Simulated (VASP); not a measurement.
Set up this calculation in VASP 6.6.1, as the native input.

- Task: single point
- Functional: PBE
- Potentials or basis: VASP PAW PBE potentials, release 64 (Hf_pv, F)
- Cutoff: 520 eV
- k mesh: 4 × 4 × 4
- Occupations: gaussian, width 0.1 eV
- Spin: no spin polarisation
- Dipole correction: no
- Further INCAR settings: ALGO = Normal; EDIFF = 1e-06; NBANDS = 32

The structure of HfF5 lies in POSCAR:

```
HfF5
1.0
    2.6501727300     -2.8090184600      0.0000000000
    2.6501727300      2.8090184600      0.0000000000
    0.0000000000      0.0000000000      6.0226832200
Hf F
1 5
Direct
    0.5000000000      0.5000000000      0.5000000000
    0.8754883600      0.8754883600      0.2129809800
    0.1245116400      0.1245116400      0.2129809800
    0.1245116400      0.1245116400      0.7870190200
    0.8754883600      0.8754883600      0.7870190200
    0.0000000000      0.0000000000      0.5000000000
```

The cell was built from a structure type or drawn by symmetry, and may not be a known phase.

These files were run (other wordings do the same):

INCAR

```
SYSTEM = HfF5
ALGO = Normal
EDIFF = 1E-6
ENCUT = 520
GGA = PE
ISIF = 2
ISMEAR = 0
LASPH = .True.
LCHARG = .False.
LREAL = .False.
LWAVE = .False.
NBANDS = 32
NELM = 60
PREC = Accurate
SIGMA = 0.1
```

KPOINTS

```
k-points
0
Gamma
  4 4 4
  0 0 0
```

Potentials or basis: VASP PAW PBE potentials, release 64 (Hf_pv, F).

Run with:

```console
$ cat potpaw_PBE.64/Hf_pv/POTCAR potpaw_PBE.64/F/POTCAR > POTCAR
$ mpirun -np 1 vasp_std > vasp.out
```

It gave:

| Item | Value |
| --- | --- |
| Pressure | 32.4 GPa |
| Largest force | 15.058 eV/Å |
| Band gap on the k mesh | zero (an odd number of electrons rules out a gap without spin polarisation) |

Caveat: the k points lie up to 0.41 Å⁻¹ apart, too coarse for converged energies and pressures of a metal; spin-orbit coupling is left out, which moves the levels of the heavy elements; an odd number of electrons without spin polarisation forces a metal; a magnetic or distorted state may lie lower.

Run time: 25 s on 1 thread of Intel(R) Xeon(R) 6975P-C (Granite Rapids), with other jobs on the host, peak memory 0.22 GiB.
